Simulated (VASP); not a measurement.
# Al (I4_1/amd) in VASP: relaxation of cell and atoms with PBE

Aim: the relaxation of cell and atoms of Al with PBE.

All numbers are computed with VASP 6.6.1; they aren't measurements. Logs are shortened: lines on timing, memory, paths and dates and some standing lists are left out, and cuts for length are marked.

### 1 The cell of the first run

The structure is tetragonal, space group I4_1/amd (No. 141). Conventional cell: a = 4.350 Å, b = 4.350 Å, c = 2.278 Å, α = 90.00°, β = 90.00°, γ = 90.00°. Within 3.0 Å of Al (site symmetry -4m2) lie 10 Al at 2.25 to 2.77 Å.

### 2 Relaxation of cell and atoms, PBE, target pressure 110 GPa, at which the enthalpy is minimised

File INCAR:

```
SYSTEM = Al
PREC = Accurate
ENCUT = 600
EDIFF = 1E-6
ISMEAR = -1
SIGMA = 0.05
LREAL = .FALSE.
LASPH = .TRUE.
NELM = 80
ALGO = Normal
ISIF = 3
LWAVE = .FALSE.
LCHARG = .FALSE.
GGA = PE
IBRION = 2
NSW = 32
EDIFFG = -0.005
PSTRESS = 1100.0
```

File KPOINTS:

```
Automatic mesh
0
G
  19 19 19
  0 0 0
```

File POSCAR:

```
Al
1.0
   -2.1752133394      2.1752133394      1.1387675685
    2.1752133394     -2.1752133394      1.1387675685
    2.1752133394      2.1752133394     -1.1387675685
Al
2
Direct
   -0.3750000000     -0.1250000000     -0.2500000000
    0.3750000000      0.1250000000      0.2500000000
```

Potentials or basis: VASP PAW PBE potentials, release 64 (Al).

The run is started by

```bash
> cat potpaw_PBE.64/Al/POTCAR > POTCAR
> mpirun -np 1 vasp_std > vasp.out
```

OUTCAR:

```text
SYSTEM = Al
   PREC = Accurate
   ENCUT = 600
   EDIFF = 1E-6
   ISMEAR = -1
   LREAL = .FALSE.
   LASPH = .TRUE.
   NELM = 80
   ISIF = 3
   GGA = PE
   IBRION = 2
   NSW = 32
   EDIFFG = -0.005
   PSTRESS = 1100.0

 ion  position               nearest neighbor table
   1  0.625  0.875  0.750-   2 2.25   2 2.25   2 2.25   2 2.25   2 2.77   2 2.77   2 2.77   2 2.77

   2  0.375  0.125  0.250-   1 2.25   1 2.25   1 2.25   1 2.25   1 2.77   1 2.77   1 2.77   1 2.77

  LATTYP: Found a body centered tetragonal cell.
 ALAT       =     4.3504266788
 C/A-ratio  =     0.5235199453

  Lattice vectors:

 A1 = (  -2.1752133394,   2.1752133394,   1.1387675685)
 A2 = (   2.1752133394,  -2.1752133394,   1.1387675685)
 A3 = (   2.1752133394,   2.1752133394,  -1.1387675685)

Analysis of symmetry for initial positions (statically):
=====================================================================
 Subroutine PRICEL returns:
 Original cell was already a primitive cell.

 Routine SETGRP: Setting up the symmetry group for a
 body centered tetragonal supercell.

 Subroutine GETGRP returns: Found 16 space group operations
 (whereof  4 operations were pure point group operations)
 out of a pool of 16 trial point group operations.

The static configuration has the point symmetry C_2h.
 The point group associated with its full space group is D_4h.

Analysis of symmetry for dynamics (positions and initial velocities):
=====================================================================
 Subroutine PRICEL returns:
 Original cell was already a primitive cell.

 Routine SETGRP: Setting up the symmetry group for a
 body centered tetragonal supercell.

 Subroutine GETGRP returns: Found 16 space group operations
 (whereof  4 operations were pure point group operations)
 out of a pool of 16 trial point group operations.

The dynamic configuration has the point symmetry C_2h.
 The point group associated with its full space group is D_4h.

 Subroutine INISYM returns: Found 16 space group operations
 (whereof  4 operations are pure point group operations),
 and found     1 'primitive' translations

----------------------------------------------------------------------------------------

                                     Primitive cell

  volume of cell :      21.5526

  direct lattice vectors                    reciprocal lattice vectors
    -2.175213339  2.175213339  1.138767569     0.000000000  0.229862511  0.439071162
     2.175213339 -2.175213339  1.138767569     0.229862511  0.000000000  0.439071162
     2.175213339  2.175213339 -1.138767569     0.229862511  0.229862511  0.000000000

  length of vectors
     3.280228303  3.280228303  3.280228303     0.495600908  0.495600908  0.325074680

  position of ions in fractional coordinates (direct lattice)
     0.625000000  0.875000000  0.750000000
     0.375000000  0.125000000  0.250000000

  ion indices of the primitive-cell ions
   primitive index   ion index
                 1           1
                 2           2

----------------------------------------------------------------------------------------

 KPOINTS: Automatic mesh

Automatic generation of k-mesh.
 Grid dimensions read from file:
 generate k-points for:   19   19   19

 Generating k-lattice:

  Cartesian coordinates                     Fractional coordinates (reciprocal lattice)
     0.000000000  0.012098027  0.023109009     0.052631579 -0.000000000  0.000000000
     0.012098027  0.000000000  0.023109009    -0.000000000  0.052631579  0.000000000
     0.012098027  0.012098027  0.000000000     0.000000000  0.000000000  0.052631579

  Length of vectors
     0.026084258  0.026084258  0.017109194

  Shift w.r.t. Gamma in fractional coordinates (k-lattice)
     0.000000000  0.000000000  0.000000000

 Subroutine IBZKPT returns following result:
 ===========================================

 Found    550 irreducible k-points:

 Following reciprocal coordinates:
            Coordinates               Weight
  0.000000  0.000000  0.000000      1.000000
  0.052632  0.000000  0.000000      8.000000
  0.105263  0.000000  0.000000      8.000000
  0.157895 -0.000000  0.000000      8.000000
  0.210526 -0.000000  0.000000      8.000000
  0.263158  0.000000  0.000000      8.000000
[... 16 lines left out ...]
 -0.315789  0.052632 -0.000000     16.000000
 -0.263158  0.052632 -0.000000     16.000000
 [... further k-points ...]
   k-points           NKPTS =    550   k-points in BZ     NKDIM =    550   number of bands    NBANDS=      7
   number of dos      NEDOS =    301   number of ions     NIONS =      2
   total plane-waves  NPLWV =  21952
   dimension x,y,z NGX =    28 NGY =   28 NGZ =   28
   dimension x,y,z NGXF=    56 NGYF=   56 NGZF=   56
   ions per type =               2
   NGX,Y,Z   is equivalent  to a cutoff of  14.19, 14.19, 14.19 a.u.
   NGXF,Y,Z  is equivalent  to a cutoff of  28.38, 28.38, 28.38 a.u.
 SYSTEM =  Al
   PREC   = accura    normal or accurate (medium, high low for compatibility)
   ISTART =      0    job   : 0-new  1-cont  2-samecut
   ICHARG =      2    charge: 1-file 2-atom 10-const
   ISPIN  =      1    spin polarized calculation?
   LNONCOLLINEAR =      F non collinear calculations
   LSORBIT =      F    spin-orbit coupling
   LASPH  =      T    aspherical Exc in radial PAW
   ENCUT  =  600.0 eV  44.10 Ry    6.64 a.u.   6.55  6.55  6.55*2*pi/ulx,y,z
   NELM   =     80;   NELMIN=  2; NELMDL= -5     # of ELM steps
   EDIFF  = 0.1E-05   stopping-criterion for ELM
   LREAL  =      F    real-space projection
   EDIFFG = -.5E-02   stopping-criterion for IOM
   NSW    =     32    number of steps for IOM
   IBRION =      2    ionic relax: 0-MD 1-quasi-New 2-CG
   NFREE  =      1    steps in history (QN), initial steepest desc. (CG)
   ISIF   =      3    stress and relaxation
   ISYM   =      2    0-nonsym 1-usesym 2-fastsym
   POTIM  = 0.5000    time-step for ionic-motion
   TEBEG  =    0.0;   TEEND  =   0.0 temperature during run
   PSTRESS= 1100.0 pullay stress
   NELECT =       6.0000    total number of electrons
   NUPDOWN=      -1.0000    fix difference up-down
   EMIN   =  10.00;   EMAX   =-10.00  energy-range for DOS
   EFERMI =   0.00;   METHOD = LEGACY
   ISMEAR =    -1;   SIGMA  =   0.05  broadening in eV -4-tet -1-fermi 0-gaus
   EFERMI_NEDOS =   21; number of points for ismear=-14 and -15
   IALGO  =     38    algorithm
   IMIX   =      4    mixing-type and parameters
     AMIX     =   0.40;   BMIX     =  1.00
     AMIX_MAG =   1.60;   BMIX_MAG =  1.00
  volume/ion in A,a.u.               =      10.78        72.72
  Fermi-wavevector in a.u.,A,eV,Ry     =   1.068954  2.020030 15.546867  1.142662
  Thomas-Fermi vector in A             =   2.204618
   LORBIT       =      0    0 simple, 1 ext, 2 COOP (PROOUT), +10 PAW based schemes
   GGA     = PE    functional components
   LHFCALC =     F    Hartree Fock is set to
   AEXX    =    0.0000 exact exchange contribution
   IVDW    =     0    specifies the selected vdW correction
   LEPSILON=     F    determine dielectric tensor
   LRPA    =     F    only Hartree local field effects (RPA)
 conjugate gradient relaxation of ions
 non-spin polarized calculation
  energy-cutoff  :      600.00
  volume of cell :       21.55
 maximum number of plane-waves:       744
   NGX = 13   NGY = 13   NGZ = 13

--------------------------------------- Ionic step        1  -------------------------------------------

 number of electron       6.0000000 magnetization

 Free energy of the ion-electron system (eV)
  ---------------------------------------------------
  ext. energy  EPLUGINS =         0.00000000
  ---------------------------------------------------
  free energy    TOTEN  =        -3.30138319 eV

  energy without entropy =       -3.29580909  energy(sigma->0) =       -3.29859614

------------------------ aborting loop because EDIFF is reached ----------------------------------------

  FORCE on cell =-STRESS in cart. coord.  units (eV):
  Direction    XX          YY          ZZ          XY          YZ          ZX
  --------------------------------------------------------------------------------------
  -------------------------------------------------------------------------------------
  Total       14.8449516     14.8449516     14.8561883      0.0000000      0.0000000      0.0000000
  in kB     1103.5463304   1103.5463304   1104.3816453      0.0000000      0.0000000      0.0000000
  external PRESSURE =       3.8247687 kB  Pullay stress =    1100.0000000 kB
[... 61 lines left out ...]
  enthalpy is  TOTEN    =        11.4960468845 eV   P V=       14.8524072892

--------------------------------------- Ionic step        3  -------------------------------------------

 number of electron       6.0000000 magnetization

 Free energy of the ion-electron system (eV)
  ---------------------------------------------------
  ext. energy  EPLUGINS =         0.00000000
  ---------------------------------------------------
  free energy    TOTEN  =        -3.31526103 eV

  energy without entropy =       -3.30967695  energy(sigma->0) =       -3.31246899

 E-fermi :  13.0832     XC(G=0): -11.8346

 val. band max:       13.0662094304   @ k =  -0.1579  -0.2105   0.0526
 cond. band min:      13.0961064051   @ k =   0.1579   0.0526   0.0000
 fundamental gap:      0.0298969747
 Fermi energy:        13.0832084330

 k-point     1 :       0.0000    0.0000    0.0000
  band No.  band energies     occupation
      1      -1.1404      2.00000
      2      12.6264      1.99978
      3      12.6264      1.99978
      4      13.4018      0.00341
      5      15.6718      0.00000
      6      23.1696      0.00000
      7      25.8087      0.00000
[... 221 lines left out ...]
 k-point    24 :      -0.2632    0.0526   -0.0000
  band No.  band energies     occupation
      1       0.6625      2.00000
      2      10.4927      2.00000
      3      12.1249      2.00000
      4      17.4983      0.00000
      5      18.6115      0.00000
      6      19.7913      0.00000
      7      21.5286      0.00000

 [... further k-points ...]
[... 5 lines left out ...]
  --------------------------------------------------------------------------------------
  -------------------------------------------------------------------------------------
  Total       14.8115532     14.8115532     14.8147452     -0.0000000      0.0000000      0.0000000
  in kB     1100.0336265   1100.0336265   1100.2706901     -0.0000000      0.0000000      0.0000000
  external PRESSURE =       0.1126477 kB  Pullay stress =    1100.0000000 kB
[... 17 lines left out ...]
  FREE ENERGIE OF THE ION-ELECTRON SYSTEM (eV)
  ---------------------------------------------------
  free  energy   TOTEN  =        -3.3152610252 eV

  energy  without entropy=       -3.3096769455  energy(sigma->0) =       -3.31246899

  enthalpy is  TOTEN    =        11.4958394354 eV   P V=       14.8111004607

 reached required accuracy - stopping structural energy minimisation
```

Wall time 3.5 min (1 thread of Intel Xeon 8259CL, shared host); peak memory 0.22 GiB.

Results:

| Quantity | Value |
| --- | --- |
| Free energy | -3.3153 eV |
| Relaxed volume | 10.79 Å³/atom |
| Relaxed cell | a = 3.281 Å, b = 3.281 Å, c = 3.281 Å, α = 96.92°, β = 96.92°, γ = 139.37° |
| Space group after relaxing (to 0.1 Å) | I4_1/amd (No. 141) |
| Energy change on relaxing (the run minimises the enthalpy) | -6.9 meV/atom |
| Ionic steps | 3 |
| Pressure after relaxing | 110.0 GPa |
| Band gap on the k mesh | zero (bands 3 and 4 overlap by 9.58 eV) |

The path:
| step | energy change (eV) | largest force (eV/Å) | pressure (GPa) | volume (Å³) |
| --- | --- | --- | --- | --- |
| 1 | 0.0000 | 0.0000 | 110.38 | 21.55 |
| 2 | -0.0550 | 0.0000 | 108.92 | 21.63 |
| 3 | -0.0139 | 0.0000 | 110.01 | 21.57 |

Final structure:
```yaml
crystal:
  lattice:
    - [-2.17584, 2.17584, 1.13917]
    - [2.17584, -2.17584, 1.13917]
    - [2.17584, 2.17584, -1.13917]
  atoms:
    - { symbol: Al, position: [0.62500, 0.87500, 0.75000] }
    - { symbol: Al, position: [0.37500, 0.12500, 0.25000] }
```

Caveat: the cell is relaxed towards a set pressure, so the run minimises the enthalpy, not the energy.

The gap in the log of VASP goes by the Fermi energy; the results here count the filled bands.